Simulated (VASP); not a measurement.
Crystal: Sb.

```xyz
1
Lattice="3.2100 0.0000 0.0000 0.0000 3.2100 0.0000 0.0000 0.0000 3.2100" Properties=species:S:1:pos:R:3 pbc="T T T"
Sb    0.0000    0.0000    0.0000
```

| Quantity | Value |
| --- | --- |
| Program | VASP 6.6.1 |
| Task | relaxation of cell and atoms |
| Functional | PBE |
| Potentials or basis | VASP PAW PBE potentials, release 64 (Sb) |
| Cutoff | 500 eV |
| k mesh | 6 × 6 × 6 |
| Occupations | gaussian, width 0.1 eV |
| Spin | no spin polarisation |

At the start: pressure -3.4 GPa; volume 33.08 Å³/atom.

Task: Where does the relaxation end?

Result: Over 3 steps the energy falls by 27.9 meV/atom and the volume is 30.50 Å³/atom (-7.8 %); space group Pm-3m (No. 221, to 0.05 Å).

Step by step:
```tsv
step	energy change (eV)	largest force (eV/Å)	pressure (GPa)	volume (Å³)
1	0.0000	0.0000	-3.41	33.08
2	-0.0257	0.0000	1.00	29.82
3	-0.0279	0.0000	0.03	30.50
```

Final structure:
```
CELL_PARAMETERS angstrom
3.12456 0.00000 0.00000
0.00000 3.12456 0.00000
0.00000 0.00000 3.12456
ATOMIC_POSITIONS crystal
Sb 0.00000 0.00000 0.00000
```
